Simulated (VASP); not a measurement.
# AlN (P6_3/mmc) in VASP: notebook

The runs below take AlN through single point, with PBEsol.

Program: VASP 6.6.1. These are calculated values, not measurements. Logs are shortened: lines on timing, memory, paths and dates and some standing lists are left out, and cuts for length are marked.

## Step 1: The cell of the first run

The structure is hexagonal, space group P6_3/mmc (No. 194). The conventional cell has a = 3.312 Å, b = 3.312 Å, c = 4.188 Å, α = 90.00°, β = 90.00°, γ = 120.00°. Al (site symmetry -6m2) has 5 N at 1.91 to 2.09 Å within 2.5 Å. N (site symmetry -6m2) has 5 Al at 1.91 to 2.09 Å within 2.5 Å.

## Step 2: Single point, PBEsol

Contents of INCAR:

```
SYSTEM = AlN
ALGO = Normal
EDIFF = 1E-6
ENCUT = 600
GGA = PS
GGA_COMPAT = .False.
ISIF = 2
ISMEAR = 0
LASPH = .True.
LCHARG = .True.
LELF = .True.
LREAL = .False.
LVHAR = .True.
LWAVE = .False.
NBANDS = 16
NELM = 120
PREC = Accurate
SIGMA = 0.1
```

Contents of KPOINTS:

```
k-points
0
Gamma
  6 6 4
  0 0 0
```

Contents of POSCAR:

```
AlN
1.0
    3.3121157418      0.0000000000      0.0000000000
   -1.6560578709      2.8683763727      0.0000000000
    0.0000000000      0.0000000000      4.1875630000
Al N
2 2
Direct
    0.3333333300      0.6666666700      0.7500000000
    0.6666666700      0.3333333300      0.2500000000
    0.3333333300      0.6666666700      0.2500000000
    0.6666666700      0.3333333300      0.7500000000
```

Potentials or basis: VASP PAW PBE potentials, release 64 (Al, N).

Started as:

```bash
$ cat potpaw_PBE.64/Al/POTCAR potpaw_PBE.64/N/POTCAR > POTCAR
$ mpirun -np 1 vasp_std > vasp.out
```

OUTCAR:

```text
SYSTEM = AlN
   EDIFF = 1E-6
   ENCUT = 600
   GGA = PS
   ISIF = 2
   ISMEAR = 0
   LASPH = .True.
   LREAL = .False.
   NELM = 120
   PREC = Accurate

 ion  position               nearest neighbor table
   1  0.333  0.667  0.750-   4 1.91   4 1.91   4 1.91   3 2.09   3 2.09   2 2.84   2 2.84   2 2.84
                             2 2.84   2 2.84   2 2.84
   2  0.667  0.333  0.250-   3 1.91   3 1.91   3 1.91   4 2.09   4 2.09   1 2.84   1 2.84   1 2.84
                             1 2.84   1 2.84   1 2.84
   3  0.333  0.667  0.250-   2 1.91   2 1.91   2 1.91   1 2.09   1 2.09
   4  0.667  0.333  0.750-   1 1.91   1 1.91   1 1.91   2 2.09   2 2.09

  LATTYP: Found a hexagonal cell.
 ALAT       =     3.3121157418
 C/A-ratio  =     1.2643166261

  Lattice vectors:

 A1 = (   3.3121157418,   0.0000000000,   0.0000000000)
 A2 = (  -1.6560578709,   2.8683763727,   0.0000000000)
 A3 = (   0.0000000000,   0.0000000000,   4.1875630000)

Analysis of symmetry for initial positions (statically):
=====================================================================
 Subroutine PRICEL returns:
 Original cell was already a primitive cell.

 Routine SETGRP: Setting up the symmetry group for a
 hexagonal supercell.

 Subroutine GETGRP returns: Found 24 space group operations
 (whereof 12 operations were pure point group operations)
 out of a pool of 24 trial point group operations.

The static configuration has the point symmetry D_3d.
 The point group associated with its full space group is D_6h.

Analysis of symmetry for dynamics (positions and initial velocities):
=====================================================================
 Subroutine PRICEL returns:
 Original cell was already a primitive cell.

 Routine SETGRP: Setting up the symmetry group for a
 hexagonal supercell.

 Subroutine GETGRP returns: Found 24 space group operations
 (whereof 12 operations were pure point group operations)
 out of a pool of 24 trial point group operations.

The dynamic configuration has the point symmetry D_3d.
 The point group associated with its full space group is D_6h.

 Subroutine INISYM returns: Found 24 space group operations
 (whereof 12 operations are pure point group operations),
 and found     1 'primitive' translations

----------------------------------------------------------------------------------------

                                     Primitive cell

[... 91 lines left out ...]
   LREAL  =      F    real-space projection
   EDIFFG = 0.1E-04   stopping-criterion for IOM
   NSW    =      0    number of steps for IOM
   IBRION =     -1    ionic relax: 0-MD 1-quasi-New 2-CG
   NFREE  =      0    steps in history (QN), initial steepest desc. (CG)
   ISIF   =      2    stress and relaxation
   ISYM   =      2    0-nonsym 1-usesym 2-fastsym
   POTIM  = 0.5000    time-step for ionic-motion
   TEBEG  =    0.0;   TEEND  =   0.0 temperature during run
   PSTRESS=    0.0 pullay stress
   NELECT =      16.0000    total number of electrons
   NUPDOWN=      -1.0000    fix difference up-down
   EMIN   =  10.00;   EMAX   =-10.00  energy-range for DOS
   EFERMI =   0.00;   METHOD = LEGACY
   ISMEAR =     0;   SIGMA  =   0.10  broadening in eV -4-tet -1-fermi 0-gaus
   EFERMI_NEDOS =   21; number of points for ismear=-14 and -15
   IALGO  =     38    algorithm
   IMIX   =      4    mixing-type and parameters
     AMIX     =   0.40;   BMIX     =  1.00
     AMIX_MAG =   1.60;   BMIX_MAG =  1.00
  volume/ion in A,a.u.               =       9.95        67.12
  Fermi-wavevector in a.u.,A,eV,Ry     =   1.208409  2.283561 19.867927  1.460251
  Thomas-Fermi vector in A             =   2.344017
   LORBIT       =      0    0 simple, 1 ext, 2 COOP (PROOUT), +10 PAW based schemes
   GGA     = PS    functional components
   LHFCALC =     F    Hartree Fock is set to
   AEXX    =    0.0000 exact exchange contribution
   IVDW    =     0    specifies the selected vdW correction
   LEPSILON=     F    determine dielectric tensor
   LRPA    =     F    only Hartree local field effects (RPA)
 non-spin polarized calculation
 Gauss-broadening in eV      SIGMA  =   0.10
  energy-cutoff  :      600.00
  volume of cell :       39.78
 maximum number of plane-waves:      1349
 NGX is ok and might be reduce to    28
   NGX = 13   NGY = 13   NGZ = 17

 number of electron      16.0000002 magnetization

 Free energy of the ion-electron system (eV)
  ---------------------------------------------------
  ext. energy  EPLUGINS =         0.00000000
  ---------------------------------------------------
  free energy    TOTEN  =       -30.94084591 eV

  energy without entropy =      -30.94084591  energy(sigma->0) =      -30.94084591

 E-fermi :   8.3568     XC(G=0): -11.3529

 val. band max:        7.8597433042   @ k =   0.0000   0.0000   0.0000
 cond. band min:      11.0473390852   @ k =   0.0000   0.0000   0.0000
 fundamental gap:      3.1875957810
 Fermi energy:         8.3567740912

 k-point     1 :       0.0000    0.0000    0.0000
  band No.  band energies     occupation
      1      -8.9069      2.00000
      2      -5.2339      2.00000
      3       0.9368      2.00000
      4       4.5760      2.00000
      5       4.5760      2.00000
      6       6.2437      2.00000
[... 376 lines left out ...]
      3       0.9751      2.00000
      4       0.9751      2.00000
      5       2.6715      2.00000
      6       2.6715      2.00000
[... 8 lines left out ...]
     15      20.4005      0.00000
     16      20.4005      0.00000

------------------------ aborting loop because EDIFF is reached ----------------------------------------

  FORCE on cell =-STRESS in cart. coord.  units (eV):
  Direction    XX          YY          ZZ          XY          YZ          ZX
  --------------------------------------------------------------------------------------
  -------------------------------------------------------------------------------------
  Total       -0.8319462     -0.8319462     -1.0511506      0.0000000     -0.0000000     -0.0000000
  in kB      -33.5044744    -33.5044744    -42.3323635      0.0000000     -0.0000000     -0.0000000
  external PRESSURE =     -36.4471041 kB  Pullay stress =       0.0000000 kB

 VOLUME and BASIS-vectors are now :
 -----------------------------------------------------------------------------
  energy-cutoff  :      600.00
  volume of cell :       39.78
      direct lattice vectors                 reciprocal lattice vectors
     3.312115742  0.000000000  0.000000000     0.301921816  0.174314642  0.000000000
    -1.656057871  2.868376373  0.000000000     0.000000000  0.348629284  0.000000000
     0.000000000  0.000000000  4.187563000     0.000000000  0.000000000  0.238802377

 POSITION                                       TOTAL-FORCE (eV/Angst)
 -----------------------------------------------------------------------------------
     -0.00000      1.91225      3.14067         0.000000      0.000000      0.000000
      1.65606      0.95613      1.04689         0.000000     -0.000000      0.000000
     -0.00000      1.91225      1.04689        -0.000000     -0.000000      0.000000
      1.65606      0.95613      3.14067         0.000000      0.000000      0.000000
 -----------------------------------------------------------------------------------
    total drift:                               -0.000001      0.000001      0.000000

  FREE ENERGIE OF THE ION-ELECTRON SYSTEM (eV)
  ---------------------------------------------------
  free  energy   TOTEN  =       -30.9408459068 eV

  energy  without entropy=      -30.9408459068  energy(sigma->0) =      -30.94084591
```

It took 10 s on 1 thread of AMD EPYC 9R45 (Zen 5), shared host; peak memory 0.13 GiB.

What came out:

```yaml
Free_energy: -30.9408 eV
Pressure: -3.6 GPa
Band_gap_on_the_k_mesh: 3.19 eV, direct
```

Stress tensor (GPa, compression positive):
```
-3.35  0.00  0.00
 0.00 -3.35  0.00
 0.00  0.00 -4.23
```

Caveat: the PAW data sets were made with another functional, which shifts forces and pressure a little. PBEsol gaps usually lie below the measured ones, often by a third to a half.

## Step 3: Single point, PBEsol

This run uses another cell than the first one, of 9.77 Å³/atom, 0.982 times its volume.

Contents of INCAR:

```
PREC = Accurate ; ENCUT = 520
EDIFF = 1E-7 ; ISMEAR = 0
SIGMA = 0.05 ; LREAL = F
LASPH = T ; NELM = 60
ALGO = Normal ; ISIF = 2
LWAVE = F ; LCHARG = F
GGA = PS ; NBANDS = 16
```

Contents of KPOINTS:

```
Automatic mesh
0
Gamma
  9 9 6
```

Contents of POSCAR:

```
AlN
1.0
    3.3014407767      0.0000000000      0.0000000000
   -1.6507203884      2.8591315817      0.0000000000
    0.0000000000      0.0000000000      4.1400037194
Al N
2 2
Direct
    0.3333333333      0.6666666667      0.7500000000
    0.6666666667      0.3333333333      0.2500000000
    0.3333333333      0.6666666667      0.2500000000
    0.6666666667      0.3333333333      0.7500000000
```

Potentials or basis: VASP PAW PBE potentials, release 64 (Al, N).

Started as:

```bash
$ cat potpaw_PBE.64/Al/POTCAR potpaw_PBE.64/N/POTCAR > POTCAR
$ mpirun -np 1 vasp_std > vasp.out
```

Wall time 37 s (1 thread of Intel Xeon 8259CL, shared host); peak memory 0.17 GiB.

It converged, with:

* Free energy: -30.9458 eV
* Pressure: 0.0 GPa
* Band gap on the k mesh: 3.34 eV, direct

Levels at points of the mesh, in eV from the valence-band top:
```tsv
k point	band 4	band 5	band 6	band 7	band 8	band 9	band 10	band 11	band 12	band 13
(0.00, 0.00, 0.00)	-3.33	-3.33	-1.60	-1.60	0.00	3.34	4.48	8.21	8.21	11.33
(0.00, 0.00, 0.50)	-3.74	-2.51	-2.51	-2.51	-2.51	5.70	5.70	8.38	8.38	8.38
```

Caveat: the PAW data sets were made with another functional, which shifts forces and pressure a little. As with any semilocal functional, this PBEsol gap is likely too small.
